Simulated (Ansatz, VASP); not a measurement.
As in VASP and in Ansatz

The input INCAR:

```
SYSTEM = As
ALGO = Normal
EDIFF = 1E-6
EDIFFG = -0.01
ENCUT = 600
GGA = PE
IBRION = 2
ISIF = 3
ISMEAR = 0
LASPH = .TRUE.
LCHARG = .FALSE.
LREAL = .FALSE.
LWAVE = .FALSE.
NELM = 100
NSW = 100
PREC = Accurate
SIGMA = 0.1
```

The input KPOINTS:

```
k-points
0
G
  20 12 16
  0 0 0
```

POSCAR

```
As
1.0
    2.6458966445      0.0000000000      0.0000000000
    0.0000000000      4.5402377340      0.0000000000
    0.0000000000      0.0000000000      3.3952183276
As
2
Direct
    0.0000000000      0.0000000000      0.7269868144
    0.5000000000      0.5000000000      0.2730131856
```

Input for Ansatz:

```yaml
crystal:
  lattice:
    - [2.6458966445, 0.0, 0.0]
    - [0.0, 4.540237734, 0.0]
    - [0.0, 0.0, 3.3952183276]
  atoms:
    - { symbol: As, position: [0.0, 0.0, 0.7269868144] }
    - { symbol: As, position: [0.5, 0.5, 0.2730131856] }
basis:
  ecutwfc: 420
kpoints:
  mp_grid: { grid: [20, 12, 16] }
hamiltonian:
  xc: pbe
scf:
  occupations: { method: gaussian, width: 0.1 }
output:
  forces: true
  stress: true
  eigenvalues: true
  write_density: true
  write_potential: true
  elf: true
  volumetric_format: npy
relax:
  adjacent_minimum: "off"
  f_tol: 0.01
  max_steps: 80
  cell: { stress_tol: 0.05 }
```

Alike in both runs: task relaxation of cell and atoms; functional PBE; k mesh 20 × 12 × 16; occupations gaussian, width 0.1 eV; no spin polarisation.

|  | VASP | Ansatz |
| --- | --- | --- |
| version | VASP 6.6.1 | Ansatz 0.2.0 |
| potentials or method | VASP PAW PBE potentials, release 64 (As), cutoff 600 eV | scalar-relativistic, plane waves, PAW |
| valence electrons in the cell | 10 | 30 |

```csv
,VASP,Ansatz,Ansatz less VASP
"gap on the k mesh at the Fermi level, each at its own relaxed structure (eV)",none,none,-
relaxed volume (Å³/atom),22.95,22.92,-0.025
relaxed length of the cell vector where the two differ most in proportion (Å),3.345,3.343,-0.0020
```

A gap of «none» marks a metal or a gap that the smearing closes. VASP's potentials hold 10 valence electrons a cell and Ansatz's 30, so a difference there can come from the potentials and not from the codes.
